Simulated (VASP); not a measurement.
# Ta (P6_3/mmc) in VASP: a series of runs

Ta is run at these levels: r2SCAN; tasks: single point.

Program: VASP 6.6.1. These are calculated values, not measurements. Logs are shortened: lines on timing, memory, paths and dates and some standing lists are left out, and cuts for length are marked.

### Step 1. The cell of the first run

The structure is hexagonal, space group P6_3/mmc (No. 194). The conventional cell has a = 3.124 Å, b = 3.124 Å, c = 4.452 Å, α = 90.00°, β = 90.00°, γ = 120.00°. Within 3.8 Å of Ta (site symmetry -6m2) lie 12 Ta at 2.87 to 3.12 Å.

This isn't the form of Ta at room conditions, which is bcc.

### Step 2. Single point, r2SCAN

File POSCAR:

```
Ta
1.0
    3.1243311036      0.0000000000      0.0000000000
   -1.5621655518      2.7057501056      0.0000000000
    0.0000000000      0.0000000000      4.4521599695
Ta
2
Direct
    0.6666666667      0.3333333333      0.7500000000
    0.3333333333      0.6666666667      0.2500000000
```

File INCAR.step1:

```
SYSTEM = Ta
PREC = Accurate
ENCUT = 520
ISMEAR = 0
SIGMA = 0.15
LREAL = .FALSE.
LASPH = .TRUE.
NELM = 80
NBANDS = 18
GGA = PE
ALGO = Normal
EDIFF = 1E-4
LWAVE = .TRUE.
LCHARG = .FALSE.
```

File INCAR.step2:

```
SYSTEM = Ta
PREC = Accurate
ENCUT = 520
EDIFF = 1E-7
ISMEAR = 0
SIGMA = 0.15
LREAL = .FALSE.
LASPH = .TRUE.
NELM = 80
ALGO = Normal
ISIF = 2
LWAVE = .FALSE.
LCHARG = .FALSE.
METAGGA = R2SCAN
LMIXTAU = .TRUE.
NBANDS = 18
ISTART = 1
```

File KPOINTS:

```
Automatic mesh
0
G
  24 24 10
  0 0 0
```

Potentials or basis: VASP PAW PBE potentials, release 64 (Ta_pv).

Started as:

```
$ cat potpaw_PBE.64/Ta_pv/POTCAR > POTCAR
$ cp INCAR.step1 INCAR
$ mpirun -np 1 vasp_std > vasp.out
$ cp INCAR.step2 INCAR
$ mpirun -np 1 vasp_std > vasp.out
```

OUTCAR:

```text
SYSTEM = Ta
   PREC = Accurate
   ENCUT = 520
   EDIFF = 1E-7
   ISMEAR = 0
   LREAL = .FALSE.
   LASPH = .TRUE.
   NELM = 80
   ISIF = 2
   METAGGA = R2SCAN
   ISTART = 1

 ion  position               nearest neighbor table
   1  0.667  0.333  0.750-   2 2.87   2 2.87   2 2.87   2 2.87   2 2.87   2 2.87
   2  0.333  0.667  0.250-   1 2.87   1 2.87   1 2.87   1 2.87   1 2.87   1 2.87

  LATTYP: Found a hexagonal cell.
 ALAT       =     3.1243311036
 C/A-ratio  =     1.4249962062

  Lattice vectors:

 A1 = (   3.1243311036,   0.0000000000,   0.0000000000)
 A2 = (  -1.5621655518,   2.7057501056,   0.0000000000)
 A3 = (   0.0000000000,   0.0000000000,   4.4521599695)

Analysis of symmetry for initial positions (statically):
=====================================================================
 Subroutine PRICEL returns:
 Original cell was already a primitive cell.

 Routine SETGRP: Setting up the symmetry group for a
 hexagonal supercell.

 Subroutine GETGRP returns: Found 24 space group operations
 (whereof 12 operations were pure point group operations)
 out of a pool of 24 trial point group operations.

The static configuration has the point symmetry D_3d.
 The point group associated with its full space group is D_6h.

Analysis of symmetry for dynamics (positions and initial velocities):
=====================================================================
 Subroutine PRICEL returns:
 Original cell was already a primitive cell.

 Routine SETGRP: Setting up the symmetry group for a
 hexagonal supercell.

 Subroutine GETGRP returns: Found 24 space group operations
 (whereof 12 operations were pure point group operations)
 out of a pool of 24 trial point group operations.

The dynamic configuration has the point symmetry D_3d.
 The point group associated with its full space group is D_6h.

 Subroutine INISYM returns: Found 24 space group operations
 (whereof 12 operations are pure point group operations),
 and found     1 'primitive' translations

----------------------------------------------------------------------------------------

                                     Primitive cell

  volume of cell :      37.6370

  direct lattice vectors                    reciprocal lattice vectors
     3.124331104  0.000000000  0.000000000     0.320068510  0.184791640  0.000000000
    -1.562165552  2.705750106  0.000000000     0.000000000  0.369583280  0.000000000
     0.000000000  0.000000000  4.452159970     0.000000000  0.000000000  0.224610078

  length of vectors
     3.124331104  3.124331104  4.452159970     0.369583280  0.369583280  0.224610078

  position of ions in fractional coordinates (direct lattice)
     0.666666667  0.333333333  0.750000000
     0.333333333  0.666666667  0.250000000

  ion indices of the primitive-cell ions
   primitive index   ion index
                 1           1
                 2           2

----------------------------------------------------------------------------------------

 KPOINTS: Automatic mesh

Automatic generation of k-mesh.
 Grid dimensions read from file:
 generate k-points for:   24   24   10

 Generating k-lattice:

  Cartesian coordinates                     Fractional coordinates (reciprocal lattice)
     0.013336188  0.007699652  0.000000000     0.041666667  0.000000000  0.000000000
     0.000000000  0.015399303  0.000000000     0.000000000  0.041666667  0.000000000
     0.000000000  0.000000000  0.022461008     0.000000000  0.000000000  0.100000000

  Length of vectors
     0.015399303  0.015399303  0.022461008

  Shift w.r.t. Gamma in fractional coordinates (k-lattice)
     0.000000000  0.000000000  0.000000000

 Subroutine IBZKPT returns following result:
 ===========================================

 Found    366 irreducible k-points:

 Following reciprocal coordinates:
            Coordinates               Weight
  0.000000  0.000000  0.000000      1.000000
  0.041667 -0.000000  0.000000      6.000000
  0.083333 -0.000000  0.000000      6.000000
  0.125000 -0.000000  0.000000      6.000000
  0.166667 -0.000000  0.000000      6.000000
  0.208333 -0.000000  0.000000      6.000000
[... 16 lines left out ...]
  0.416667  0.041667  0.000000     12.000000
  0.458333  0.041667  0.000000     12.000000
 [... further k-points ...]
   k-points           NKPTS =    366   k-points in BZ     NKDIM =    366   number of bands    NBANDS=     18
   number of dos      NEDOS =    301   number of ions     NIONS =      2
   total plane-waves  NPLWV =  20736
   dimension x,y,z NGX =    24 NGY =   24 NGZ =   36
   dimension x,y,z NGXF=    48 NGYF=   48 NGZF=   72
   ions per type =               2
   NGX,Y,Z   is equivalent  to a cutoff of  12.77, 12.77, 13.44 a.u.
   NGXF,Y,Z  is equivalent  to a cutoff of  25.54, 25.54, 26.89 a.u.
 SYSTEM =  Ta
   PREC   = accura    normal or accurate (medium, high low for compatibility)
   ISTART =      1    job   : 0-new  1-cont  2-samecut
   ICHARG =      0    charge: 1-file 2-atom 10-const
   ISPIN  =      1    spin polarized calculation?
   LNONCOLLINEAR =      F non collinear calculations
   LSORBIT =      F    spin-orbit coupling
   LASPH  =      T    aspherical Exc in radial PAW
   ENCUT  =  520.0 eV  38.22 Ry    6.18 a.u.   5.81  5.81  8.28*2*pi/ulx,y,z
   NELM   =     80;   NELMIN=  2; NELMDL=  0     # of ELM steps
   EDIFF  = 0.1E-06   stopping-criterion for ELM
   LREAL  =      F    real-space projection
   EDIFFG = 0.1E-05   stopping-criterion for IOM
   NSW    =      0    number of steps for IOM
   IBRION =     -1    ionic relax: 0-MD 1-quasi-New 2-CG
   NFREE  =      0    steps in history (QN), initial steepest desc. (CG)
   ISIF   =      2    stress and relaxation
   ISYM   =      2    0-nonsym 1-usesym 2-fastsym
   POTIM  = 0.5000    time-step for ionic-motion
   TEBEG  =    0.0;   TEEND  =   0.0 temperature during run
   PSTRESS=    0.0 pullay stress
   NELECT =      22.0000    total number of electrons
   NUPDOWN=      -1.0000    fix difference up-down
   EMIN   =  10.00;   EMAX   =-10.00  energy-range for DOS
   EFERMI =   0.00;   METHOD = LEGACY
   ISMEAR =     0;   SIGMA  =   0.15  broadening in eV -4-tet -1-fermi 0-gaus
   EFERMI_NEDOS =   21; number of points for ismear=-14 and -15
   IALGO  =     38    algorithm
   IMIX   =      4    mixing-type and parameters
     AMIX     =   0.40;   BMIX     =  1.00
     AMIX_MAG =   1.60;   BMIX_MAG =  1.00
  volume/ion in A,a.u.               =      18.82       126.99
  Fermi-wavevector in a.u.,A,eV,Ry     =   1.368812  2.586680 25.492516  1.873647
  Thomas-Fermi vector in A             =   2.494743
   LORBIT       =      0    0 simple, 1 ext, 2 COOP (PROOUT), +10 PAW based schemes
   METAGGA = R2SCAN    functional components
   LHFCALC =     F    Hartree Fock is set to
   AEXX    =    0.0000 exact exchange contribution
   IVDW    =     0    specifies the selected vdW correction
   LEPSILON=     F    determine dielectric tensor
   LRPA    =     F    only Hartree local field effects (RPA)
 non-spin polarized calculation
 Gauss-broadening in eV      SIGMA  =   0.15
  energy-cutoff  :      520.00
  volume of cell :       37.64
 maximum number of plane-waves:      1031
 NGX is ok and might be reduce to    24
   NGX = 11   NGY = 11   NGZ = 17

 number of electron      21.9999999 magnetization

 Free energy of the ion-electron system (eV)
  ---------------------------------------------------
  ext. energy  EPLUGINS =         0.00000000
  ---------------------------------------------------
  free energy    TOTEN  =       -96.20105893 eV

  energy without entropy =      -96.16744686  energy(sigma->0) =      -96.18425290

 E-fermi :   5.5772     XC(G=0): -13.4809

 val. band max:        5.5763227909   @ k =   0.1667   0.1667   0.4000
 cond. band min:       5.5799306587   @ k =   0.3333   0.0000   0.4000
 fundamental gap:      0.0036078678
 Fermi energy:         5.5771748340

 k-point     1 :       0.0000    0.0000    0.0000
  band No.  band energies     occupation
      1     -30.4842      2.00000
      2     -29.6974      2.00000
      3     -29.6974      2.00000
      4     -29.4224      2.00000
      5     -29.4224      2.00000
      6     -29.1061      2.00000
[... 10 lines left out ...]
     17      10.5653      0.00000
     18      10.5653      0.00000

 k-point     2 :       0.0417   -0.0000    0.0000
  band No.  band energies     occupation
      1     -30.4780      2.00000
      2     -29.7063      2.00000
      3     -29.7014      2.00000
      4     -29.4325      2.00000
      5     -29.4227      2.00000
      6     -29.1104      2.00000
[... 10 lines left out ...]
     17      10.6192      0.00000
     18      10.8294      0.00000

 k-point     3 :       0.0833   -0.0000    0.0000
  band No.  band energies     occupation
      1     -30.4597      2.00000
      2     -29.7325      2.00000
      3     -29.7129      2.00000
      4     -29.4620      2.00000
      5     -29.4238      2.00000
      6     -29.1232      2.00000
[... 10 lines left out ...]
     17      10.7685      0.00000
     18      11.4772      0.00000

 k-point     4 :       0.1250   -0.0000    0.0000
  band No.  band energies     occupation
      1     -30.4297      2.00000
      2     -29.7743      2.00000
      3     -29.7309      2.00000
      4     -29.5082      2.00000
      5     -29.4260      2.00000
      6     -29.1444      2.00000
[... 375 lines left out ...]
      4     -29.8747      2.00000
      5     -29.4667      2.00000
      6     -29.4408      2.00000
[... 10 lines left out ...]
     17      12.2977      0.00000
     18      14.5324      0.00000

 k-point    23 :       0.4167    0.0417    0.0000
  band No.  band energies     occupation
      1     -30.2121      2.00000
      2     -29.9961      2.00000
      3     -29.9399      2.00000
      4     -29.8962      2.00000
      5     -29.4865      2.00000
      6     -29.4707      2.00000
[... 10 lines left out ...]
     17      12.3755      0.00000
     18      13.7474      0.00000

 k-point    24 :       0.4583    0.0417    0.0000
  band No.  band energies     occupation
      1     -30.2305      2.00000
      2     -29.9644      2.00000
      3     -29.9523      2.00000
      4     -29.9059      2.00000
      5     -29.5144      2.00000
      6     -29.4728      2.00000
[... 10 lines left out ...]
     17      12.4142      0.00000
     18      13.0387      0.00000

 [... further k-points ...]
[... 5 lines left out ...]
  --------------------------------------------------------------------------------------
  -------------------------------------------------------------------------------------
  Total       -0.9362762     -0.9362762      0.9961924      0.0000000     -0.0000000      0.0000000
  in kB      -39.8564919    -39.8564919     42.4070752      0.0000000     -0.0000000      0.0000000
  external PRESSURE =     -12.4353029 kB  Pullay stress =       0.0000000 kB

 VOLUME and BASIS-vectors are now :
 -----------------------------------------------------------------------------
  energy-cutoff  :      520.00
  volume of cell :       37.64
      direct lattice vectors                 reciprocal lattice vectors
     3.124331104  0.000000000  0.000000000     0.320068510  0.184791640  0.000000000
    -1.562165552  2.705750106  0.000000000     0.000000000  0.369583280  0.000000000
     0.000000000  0.000000000  4.452159970     0.000000000  0.000000000  0.224610078

 POSITION                                       TOTAL-FORCE (eV/Angst)
 -----------------------------------------------------------------------------------
      1.56217      0.90192      3.33912        -0.000000      0.000000      0.000000
     -0.00000      1.80383      1.11304         0.000000     -0.000000      0.000000
 -----------------------------------------------------------------------------------
    total drift:                                0.000000     -0.000000      0.000000

  FREE ENERGIE OF THE ION-ELECTRON SYSTEM (eV)
  ---------------------------------------------------
  free  energy   TOTEN  =       -96.2010589346 eV

  energy  without entropy=      -96.1674468620  energy(sigma->0) =      -96.18425290
```

It took 3.6 min on 1 thread of Intel Xeon 6975P-C (Granite Rapids), shared host; peak memory 0.32 GiB.

What came out:

```
Free energy            : -96.2011 eV
Pressure               : -1.2 GPa
Band gap on the k mesh : zero (bands 11 and 12 overlap by 2.06 eV)
```

Levels at points of the mesh, in eV from the Fermi level:
| k point | band 7 | band 8 | band 9 | band 10 | band 11 | band 12 | band 13 | band 14 | band 15 | band 16 |
| --- | --- | --- | --- | --- | --- | --- | --- | --- | --- | --- |
| (0.00, 0.00, 0.00) | -8.73 | -4.76 | 0.07 | 0.07 | 1.13 | 1.13 | 1.31 | 1.31 | 1.80 | 1.91 |
| (0.50, 0.00, 0.00) | -4.47 | -4.12 | -3.18 | -1.68 | -0.81 | 1.03 | 1.93 | 4.75 | 5.65 | 6.85 |
| (0.00, 0.00, 0.50) | -6.07 | -6.07 | -0.36 | -0.36 | -0.36 | -0.36 | 0.03 | 0.03 | 4.64 | 4.64 |
| (0.50, 0.00, 0.50) | -4.55 | -4.55 | -1.66 | -1.66 | 1.09 | 1.09 | 1.62 | 1.62 | 5.31 | 5.31 |

Caveat: the stress differs along the axes, from -4 to 4 GPa; the PAW data sets were made with another functional, which shifts forces and pressure a little; spin-orbit coupling is left out, which moves the levels of the heavy elements.

(Part 1 of 2 ends here.)
